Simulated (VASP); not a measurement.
# BaS (P6_3/mmc) in VASP: notebook, part 2 of 2

VASP 6.6.1. The steps go on from the part before.

### 3 Single point, PBE (volume changed by -3%)

INCAR reads:

```
PREC = Accurate ; ENCUT = 520
EDIFF = 1E-6 ; ISMEAR = 0
SIGMA = 0.01 ; LREAL = False
LASPH = True ; NELM = 60
ALGO = Normal ; ISIF = 2
LWAVE = False ; LCHARG = False
GGA = PE ; NBANDS = 24
```

KPOINTS reads:

```
regular mesh
0
Gamma
  6 6 4
```

POSCAR reads:

```
BaS
1.0
    4.4014521420      0.0000000000      0.0000000000
   -2.2007260710      3.8117693685      0.0000000000
    0.0000000000      0.0000000000      7.7252818424
Ba S
2 2
Direct
    0.0000000000      0.0000000000      0.0000000000
    0.0000000000      0.0000000000      0.5000000000
    0.3333333333      0.6666666667      0.2500000000
    0.6666666667      0.3333333333      0.7500000000
```

Potentials or basis: VASP PAW PBE potentials, release 64 (Ba_sv, S).

On the command line:

```bash
> cat potpaw_PBE.64/Ba_sv/POTCAR potpaw_PBE.64/S/POTCAR > POTCAR
> mpirun -np 1 vasp_std > vasp.out
```

OUTCAR:

```text
PREC = Accurate
   ENCUT = 520
   EDIFF = 1E-6
   ISMEAR = 0
   LREAL = False
   LASPH = True
   NELM = 60
   ISIF = 2
   GGA = PE

 ion  position               nearest neighbor table
   1  0.000  0.000  0.000-   3 3.19   4 3.19   3 3.19   4 3.19   4 3.19   3 3.19   2 3.86   2 3.86

   2  0.000  0.000  0.500-   3 3.19   4 3.19   3 3.19   4 3.19   4 3.19   3 3.19   1 3.86   1 3.86

   3  0.333  0.667  0.250-   1 3.19   2 3.19   1 3.19   2 3.19   1 3.19   2 3.19
   4  0.667  0.333  0.750-   1 3.19   2 3.19   1 3.19   2 3.19   1 3.19   2 3.19

  LATTYP: Found a hexagonal cell.
 ALAT       =     4.4014521420
 C/A-ratio  =     1.7551666116

  Lattice vectors:

 A1 = (   4.4014521420,   0.0000000000,   0.0000000000)
 A2 = (  -2.2007260710,   3.8117693685,   0.0000000000)
 A3 = (   0.0000000000,   0.0000000000,   7.7252818424)

Analysis of symmetry for initial positions (statically):
=====================================================================
 Subroutine PRICEL returns:
 Original cell was already a primitive cell.

 Routine SETGRP: Setting up the symmetry group for a
 hexagonal supercell.

 Subroutine GETGRP returns: Found 24 space group operations
 (whereof 12 operations were pure point group operations)
 out of a pool of 24 trial point group operations.

The static configuration has the point symmetry D_3d.
 The point group associated with its full space group is D_6h.

Analysis of symmetry for dynamics (positions and initial velocities):
=====================================================================
 Subroutine PRICEL returns:
 Original cell was already a primitive cell.

 Routine SETGRP: Setting up the symmetry group for a
 hexagonal supercell.

 Subroutine GETGRP returns: Found 24 space group operations
 (whereof 12 operations were pure point group operations)
 out of a pool of 24 trial point group operations.
[... 118 lines left out ...]
   EFERMI_NEDOS =   21; number of points for ismear=-14 and -15
   IALGO  =     38    algorithm
   IMIX   =      4    mixing-type and parameters
     AMIX     =   0.40;   BMIX     =  1.00
     AMIX_MAG =   1.60;   BMIX_MAG =  1.00
  volume/ion in A,a.u.               =      32.40       218.66
  Fermi-wavevector in a.u.,A,eV,Ry     =   1.027021  1.940788 14.351037  1.054771
  Thomas-Fermi vector in A             =   2.160944
   LORBIT       =      0    0 simple, 1 ext, 2 COOP (PROOUT), +10 PAW based schemes
   GGA     = PE    functional components
   LHFCALC =     F    Hartree Fock is set to
   AEXX    =    0.0000 exact exchange contribution
   IVDW    =     0    specifies the selected vdW correction
   LEPSILON=     F    determine dielectric tensor
   LRPA    =     F    only Hartree local field effects (RPA)
 non-spin polarized calculation
 Gauss-broadening in eV      SIGMA  =   0.01
  energy-cutoff  :      520.00
  volume of cell :      129.61
 maximum number of plane-waves:      3509
 NGX is ok and might be reduce to    36
   NGX = 17   NGY = 17   NGZ = 29

 number of electron      31.9999999 magnetization

 Free energy of the ion-electron system (eV)
  ---------------------------------------------------
  ext. energy  EPLUGINS =         0.00000000
  ---------------------------------------------------
  free energy    TOTEN  =       -19.93900074 eV

  energy without entropy =      -19.93900074  energy(sigma->0) =      -19.93900074

 E-fermi :   1.6902     XC(G=0):  -8.6338

 val. band max:        1.5848898170   @ k =   0.0000   0.0000   0.0000
 cond. band min:       3.8742009561   @ k =   0.5000  -0.0000   0.0000
 fundamental gap:      2.2893111391
 Fermi energy:         1.6901886117

 k-point     1 :       0.0000    0.0000    0.0000
  band No.  band energies     occupation
      1     -24.7627      2.00000
      2     -24.6767      2.00000
      3     -11.1170      2.00000
      4      -9.8181      2.00000
      5      -9.8181      2.00000
      6      -9.6949      2.00000
[... 556 lines left out ...]
     23       7.7764      0.00000
     24       7.7764      0.00000

------------------------ aborting loop because EDIFF is reached ----------------------------------------

  FORCE on cell =-STRESS in cart. coord.  units (eV):
  Direction    XX          YY          ZZ          XY          YZ          ZX
  --------------------------------------------------------------------------------------
  -------------------------------------------------------------------------------------
  Total        1.5018497      1.5018497      1.7815325      0.0000000      0.0000000      0.0000000
  in kB       18.5652206     18.5652206     22.0225395      0.0000000      0.0000000      0.0000000
  external PRESSURE =      19.7176603 kB  Pullay stress =       0.0000000 kB

 VOLUME and BASIS-vectors are now :
 -----------------------------------------------------------------------------
  energy-cutoff  :      520.00
  volume of cell :      129.61
      direct lattice vectors                 reciprocal lattice vectors
     4.401452142  0.000000000  0.000000000     0.227197745  0.131172679  0.000000000
    -2.200726071  3.811769368  0.000000000     0.000000000  0.262345358  0.000000000
     0.000000000  0.000000000  7.725281842     0.000000000  0.000000000  0.129445115

 POSITION                                       TOTAL-FORCE (eV/Angst)
 -----------------------------------------------------------------------------------
      0.00000      0.00000      0.00000        -0.000000      0.000000      0.000000
      0.00000      0.00000      3.86264        -0.000000      0.000000      0.000000
     -0.00000      2.54118      1.93132         0.000000     -0.000000      0.000000
      2.20073      1.27059      5.79396        -0.000000      0.000000      0.000000
 -----------------------------------------------------------------------------------
    total drift:                               -0.000000      0.000000     -0.000000

  FREE ENERGIE OF THE ION-ELECTRON SYSTEM (eV)
  ---------------------------------------------------
  free  energy   TOTEN  =       -19.9390007425 eV

  energy  without entropy=      -19.9390007425  energy(sigma->0) =      -19.93900074
```

Wall time 32 s (1 thread of Intel Xeon 6975P-C (Granite Rapids), shared host); peak memory 0.28 GiB.

Results:

* Free energy: -19.9390 eV
* Pressure: 2.0 GPa
* Band gap on the k mesh: 2.29 eV, indirect (the least direct gap lies 2.9 meV higher)

Stress tensor (GPa, compression positive):
```
1.86 0.00 0.00
0.00 1.86 0.00
0.00 0.00 2.20
```

Levels at points of the mesh, in eV from the valence-band top:
| k point | band 14 | band 15 | band 16 | band 17 | band 18 | band 19 |
| --- | --- | --- | --- | --- | --- | --- |
| (0.00, 0.00, 0.00) | -0.16 | 0.00 | 0.00 | 2.29 | 3.67 | 4.06 |
| (0.50, 0.00, 0.00) | -0.59 | -0.34 | -0.14 | 2.29 | 3.95 | 5.50 |
| (0.00, 0.00, 0.50) | -0.56 | -0.56 | -0.56 | 3.95 | 3.95 | 4.73 |
| (0.50, 0.00, 0.50) | -0.85 | -0.66 | -0.66 | 3.33 | 3.33 | 5.84 |

Caveat: the cell differs from its parent crystal (volume changed by -3%); spin-orbit coupling is left out, which moves the levels of the heavy elements. A k mesh can miss the band edges.

### 4 Single point, PBE

This run uses another cell than the first one, of 33.28 Å³/atom, 1.060 times its volume.

INCAR reads:

```
SYSTEM = BaS
  PREC = Accurate
  ENCUT = 520
  EDIFF = 1E-6
  ISMEAR = 0
  SIGMA = 0.01
  LREAL = .False.
  LASPH = .True.
  NELM = 60
  ALGO = Normal
  ISIF = 2
  LWAVE = .False.
  LCHARG = .False.
  GGA = PE
  NBANDS = 24
```

KPOINTS reads:

```
Automatic mesh
0
Gamma
  6 6 4
  0 0 0
```

POSCAR reads:

```
BaS
1.0
    4.4421900034      0.0000000000      0.0000000000
   -2.2210950017      3.8470493913      0.0000000000
    0.0000000000      0.0000000000      7.7894608803
Ba S
2 2
Direct
    0.0000000000      0.0000000000      0.0000000000
    0.0000000000      0.0000000000      0.5000000000
    0.3333333333      0.6666666667      0.2500000000
    0.6666666667      0.3333333333      0.7500000000
```

On the command line:

```bash
> cat potpaw_PBE.64/Ba_sv/POTCAR potpaw_PBE.64/S/POTCAR > POTCAR
> mpirun -np 1 vasp_std > vasp.out
```

Wall time 31 s (1 thread of Intel Xeon 6975P-C (Granite Rapids), shared host); peak memory 0.28 GiB.

Results (log left out):

- Free energy: -19.9690 eV
- Pressure: 0.8 GPa
- Band gap on the k mesh: 2.32 eV, indirect (the least direct gap lies 1.4 meV higher)

Stress tensor (GPa, compression positive):
```
0.67 0.00 0.00
0.00 0.67 0.00
0.00 0.00 0.92
```

Levels at points of the mesh, in eV from the valence-band top:
```csv
k point,band 14,band 15,band 16,band 17,band 18,band 19
"(0.00, 0.00, 0.00)",-0.16,0.00,0.00,2.32,3.54,4.05
"(0.50, 0.00, 0.00)",-0.59,-0.36,-0.15,2.32,3.93,5.38
"(0.00, 0.00, 0.50)",-0.54,-0.54,-0.54,3.92,3.92,4.69
"(0.50, 0.00, 0.50)",-0.83,-0.64,-0.64,3.32,3.32,5.72
```

Caveat: spin-orbit coupling is left out, which moves the levels of the heavy elements. A k mesh can miss the band edges.

### 5 Single point, PBE

This run uses another cell than the first one, of 33.40 Å³/atom, 1.064 times its volume.

INCAR reads:

```
PREC     = Accurate       # precision mode
ENCUT    = 520            # plane-wave cutoff, eV
EDIFF    = 1E-6           # SCF threshold, eV
ISMEAR   = 0              # smearing method
SIGMA    = 0.01           # smearing width, eV
LREAL    = False          # projectors in reciprocal space
LASPH    = True           # aspherical terms in the spheres
NELM     = 80             # most SCF steps
ALGO     = Normal         # electronic algorithm
ISIF     = 2              # what is computed and relaxed
LWAVE    = False          # write WAVECAR
LCHARG   = False          # write CHGCAR
GGA      = PE             # functional
NBANDS   = 24             # bands
```

KPOINTS reads:

```
Automatic mesh
0
Gamma
  6 6 4
```

POSCAR reads:

```
BaS
1.0
    4.4463680211      0.0000000000      0.0000000000
   -2.2231840106      3.8506676609      0.0000000000
    0.0000000000      0.0000000000      7.8041166939
Ba S
2 2
Direct
    0.0000000000      0.0000000000      0.0000000000
    0.0000000000      0.0000000000      0.5000000000
    0.3333333333      0.6666666667      0.2500000000
    0.6666666667      0.3333333333      0.7500000000
```

On the command line:

```bash
> cat potpaw_PBE.64/Ba_sv/POTCAR potpaw_PBE.64/S/POTCAR > POTCAR
> mpirun -np 1 vasp_std > vasp.out
```

Run time: 31 s. Hardware: 1 thread of Intel Xeon 6975P-C (Granite Rapids), shared host; peak memory 0.28 GiB.

It converged, with:

```yaml
Free_energy: -19.9713 eV
Pressure: 0.6 GPa
Band_gap_on_the_k_mesh: 2.32 eV, direct
```

Stress tensor (GPa, compression positive):
```
0.53 0.00 0.00
0.00 0.53 0.00
0.00 0.00 0.71
```

Levels at points of the mesh, in eV from the valence-band top:
```
           k point  band 12  band 13  band 14  band 15  band 16  band 17  band 18  band 19  band 20  band 21
(0.00, 0.00, 0.00)    -0.95    -0.95    -0.17     0.00     0.00     2.32     3.52     4.05     4.05     4.17
(0.50, 0.00, 0.00)    -1.38    -1.07    -0.60    -0.36    -0.15     2.32     3.92     5.37     5.72     6.00
(0.00, 0.00, 0.50)    -1.22    -0.53    -0.53    -0.53    -0.53     3.91     3.91     4.68     4.68     4.68
(0.50, 0.00, 0.50)    -1.33    -0.83    -0.83    -0.64    -0.64     3.31     3.31     5.70     5.70     6.36
```

Caveat: spin-orbit coupling is left out, which moves the levels of the heavy elements. A k mesh can miss the band edges.

### 6 Single point, PBE (volume changed by +3%)

INCAR reads:

```
PREC = Accurate
ENCUT = 520
EDIFF = 1E-7
ISMEAR = 0
SIGMA = 0.01
LREAL = F
LASPH = T
NELM = 60
ALGO = Normal
ISIF = 2
LWAVE = F
LCHARG = F
GGA = PE
NBANDS = 24
```

KPOINTS reads:

```
regular mesh
0
Gamma
  6 6 4
```

POSCAR reads:

```
BaS
1.0
    4.4903943301      0.0000000000      0.0000000000
   -2.2451971651      3.8887955629      0.0000000000
    0.0000000000      0.0000000000      7.8813902015
Ba S
2 2
Direct
    0.0000000000      0.0000000000      0.0000000000
    0.0000000000      0.0000000000      0.5000000000
    0.3333333333      0.6666666667      0.2500000000
    0.6666666667      0.3333333333      0.7500000000
```

Potentials or basis: VASP PAW PBE potentials, release 64 (Ba_sv, S).

On the command line:

```bash
> cat potpaw_PBE.64/Ba_sv/POTCAR potpaw_PBE.64/S/POTCAR > POTCAR
> mpirun -np 1 vasp_std > vasp.out
```

OUTCAR:

```text
PREC = Accurate
   ENCUT = 520
   EDIFF = 1E-7
   ISMEAR = 0
   LREAL = F
   LASPH = T
   NELM = 60
   ISIF = 2
   GGA = PE

 ion  position               nearest neighbor table
   1  0.000  0.000  0.000-   3 3.26   4 3.26   4 3.26   3 3.26   4 3.26   3 3.26   2 3.94   2 3.94

   2  0.000  0.000  0.500-   3 3.26   4 3.26   4 3.26   3 3.26   4 3.26   3 3.26   1 3.94   1 3.94

   3  0.333  0.667  0.250-   1 3.26   2 3.26   1 3.26   2 3.26   1 3.26   2 3.26
   4  0.667  0.333  0.750-   1 3.26   2 3.26   1 3.26   2 3.26   1 3.26   2 3.26

  LATTYP: Found a hexagonal cell.
 ALAT       =     4.4903943301
 C/A-ratio  =     1.7551666117

  Lattice vectors:

 A1 = (   4.4903943301,   0.0000000000,   0.0000000000)
 A2 = (  -2.2451971651,   3.8887955629,   0.0000000000)
 A3 = (   0.0000000000,   0.0000000000,   7.8813902015)

Analysis of symmetry for initial positions (statically):
=====================================================================
 Subroutine PRICEL returns:
 Original cell was already a primitive cell.

 Routine SETGRP: Setting up the symmetry group for a
 hexagonal supercell.

 Subroutine GETGRP returns: Found 24 space group operations
 (whereof 12 operations were pure point group operations)
 out of a pool of 24 trial point group operations.

The static configuration has the point symmetry D_3d.
 The point group associated with its full space group is D_6h.

Analysis of symmetry for dynamics (positions and initial velocities):
=====================================================================
 Subroutine PRICEL returns:
 Original cell was already a primitive cell.

 Routine SETGRP: Setting up the symmetry group for a
 hexagonal supercell.

 Subroutine GETGRP returns: Found 24 space group operations
[... 119 lines left out ...]
   ISMEAR =     0;   SIGMA  =   0.01  broadening in eV -4-tet -1-fermi 0-gaus
   EFERMI_NEDOS =   21; number of points for ismear=-14 and -15
   IALGO  =     38    algorithm
   IMIX   =      4    mixing-type and parameters
     AMIX     =   0.40;   BMIX     =  1.00
     AMIX_MAG =   1.60;   BMIX_MAG =  1.00
  volume/ion in A,a.u.               =      34.41       232.19
  Fermi-wavevector in a.u.,A,eV,Ry     =   1.006678  1.902346 13.788159  1.013401
  Thomas-Fermi vector in A             =   2.139436
   LORBIT       =      0    0 simple, 1 ext, 2 COOP (PROOUT), +10 PAW based schemes
   GGA     = PE    functional components
   LHFCALC =     F    Hartree Fock is set to
   AEXX    =    0.0000 exact exchange contribution
   IVDW    =     0    specifies the selected vdW correction
   LEPSILON=     F    determine dielectric tensor
   LRPA    =     F    only Hartree local field effects (RPA)
 non-spin polarized calculation
 Gauss-broadening in eV      SIGMA  =   0.01
  energy-cutoff  :      520.00
  volume of cell :      137.63
 maximum number of plane-waves:      3731
 NGX is ok and might be reduce to    36
   NGX = 17   NGY = 17   NGZ = 29

 number of electron      32.0000001 magnetization

 Free energy of the ion-electron system (eV)
  ---------------------------------------------------
  ext. energy  EPLUGINS =         0.00000000
  ---------------------------------------------------
  free energy    TOTEN  =       -19.97163001 eV

  energy without entropy =      -19.97163001  energy(sigma->0) =      -19.97163001

 E-fermi :   1.3374     XC(G=0):  -8.3855

 val. band max:        1.2792919385   @ k =   0.0000   0.0000   0.0000
 cond. band min:       3.6182068695   @ k =   0.0000   0.0000   0.0000
 fundamental gap:      2.3389149310
 Fermi energy:         1.3374485522

 k-point     1 :       0.0000    0.0000    0.0000
  band No.  band energies     occupation
      1     -25.2414      2.00000
      2     -25.1748      2.00000
      3     -11.3462      2.00000
      4     -10.3036      2.00000
      5     -10.3036      2.00000
      6     -10.2044      2.00000
[... 556 lines left out ...]
     23       7.1820      0.00000
     24       7.1820      0.00000

------------------------ aborting loop because EDIFF is reached ----------------------------------------

  FORCE on cell =-STRESS in cart. coord.  units (eV):
  Direction    XX          YY          ZZ          XY          YZ          ZX
  --------------------------------------------------------------------------------------
  -------------------------------------------------------------------------------------
  Total       -0.5024342     -0.5024342     -0.4865940      0.0000000      0.0000000     -0.0000000
  in kB       -5.8490768     -5.8490768     -5.6646735      0.0000000      0.0000000     -0.0000000
  external PRESSURE =      -5.7876090 kB  Pullay stress =       0.0000000 kB

 VOLUME and BASIS-vectors are now :
 -----------------------------------------------------------------------------
  energy-cutoff  :      520.00
  volume of cell :      137.63
      direct lattice vectors                 reciprocal lattice vectors
     4.490394330  0.000000000  0.000000000     0.222697591  0.128574514  0.000000000
    -2.245197165  3.888795563  0.000000000     0.000000000  0.257149028  0.000000000
     0.000000000  0.000000000  7.881390202     0.000000000  0.000000000  0.126881169

 POSITION                                       TOTAL-FORCE (eV/Angst)
 -----------------------------------------------------------------------------------
      0.00000      0.00000      0.00000         0.000000     -0.000000     -0.000000
      0.00000      0.00000      3.94070         0.000000     -0.000000     -0.000000
     -0.00000      2.59253      1.97035        -0.000000      0.000000     -0.000000
      2.24520      1.29627      5.91104        -0.000000      0.000000      0.000000
 -----------------------------------------------------------------------------------
    total drift:                               -0.000000      0.000000     -0.000000

  FREE ENERGIE OF THE ION-ELECTRON SYSTEM (eV)
  ---------------------------------------------------
  free  energy   TOTEN  =       -19.9716300105 eV

  energy  without entropy=      -19.9716300105  energy(sigma->0) =      -19.97163001
```

stdout:

```text
POSCAR found type information on POSCAR BaS
 POSCAR found :  2 types and       4 ions
 scaLAPACK will be used
 LDA part: xc-table for (Slater+PW92), standard interpolation
 POSCAR, INCAR and KPOINTS ok, starting setup
 FFT: planning ... GRIDC
 FFT: planning ... GRID_SOFT
 FFT: planning ... GRID
 WAVECAR not read
 entering main loop
```

Wall time 35 s (1 thread of Intel Xeon 6975P-C (Granite Rapids), shared host); peak memory 0.28 GiB.

Results:

| Property | Result |
| --- | --- |
| Free energy | -19.9716 eV |
| Pressure | -0.6 GPa |
| Band gap on the k mesh | 2.34 eV, direct |

Levels at points of the mesh, in eV from the valence-band top:
```csv
k point,band 13,band 14,band 15,band 16,band 17,band 18,band 19,band 20
"(0.00, 0.00, 0.00)",-0.90,-0.17,0.00,0.00,2.34,3.38,4.03,4.03
"(0.50, 0.00, 0.00)",-1.02,-0.61,-0.39,-0.16,2.34,3.89,5.24,5.57
"(0.00, 0.00, 0.50)",-0.50,-0.50,-0.50,-0.50,3.88,3.88,4.63,4.63
"(0.50, 0.00, 0.50)",-0.81,-0.81,-0.61,-0.61,3.30,3.30,5.57,5.57
```

Caveat: the cell differs from its parent crystal (volume changed by +3%); spin-orbit coupling is left out, which moves the levels of the heavy elements. A k mesh can miss the band edges.

### 7 Summary

```tsv
cell	gap on the mesh (eV)	pressure (GPa)
a = 4.356, b = 4.356, c = 7.645 Å, angles 90.0, 90.0, 120.0°, 4 atoms	2.25	3.6
a = 4.401, b = 4.401, c = 7.725 Å, angles 90.0, 90.0, 120.0°, 4 atoms	2.29	2.0
a = 4.442, b = 4.442, c = 7.789 Å, angles 90.0, 90.0, 120.0°, 4 atoms	2.32	0.8
a = 4.446, b = 4.446, c = 7.804 Å, angles 90.0, 90.0, 120.0°, 4 atoms	2.32	0.6
a = 4.490, b = 4.490, c = 7.881 Å, angles 90.0, 90.0, 120.0°, 4 atoms	2.34	-0.6
```

Alike in all rows: task single point; level PBE; potentials or basis VASP PAW PBE potentials, release 64 (Ba_sv, S); no spin polarisation; k mesh 6 × 6 × 4; cutoff (eV) 520; smearing gaussian 0.01 eV.

Caveats: spin-orbit coupling is left out, which moves the levels of the heavy elements.

Absolute energies hang on the potentials; compare differences alone.
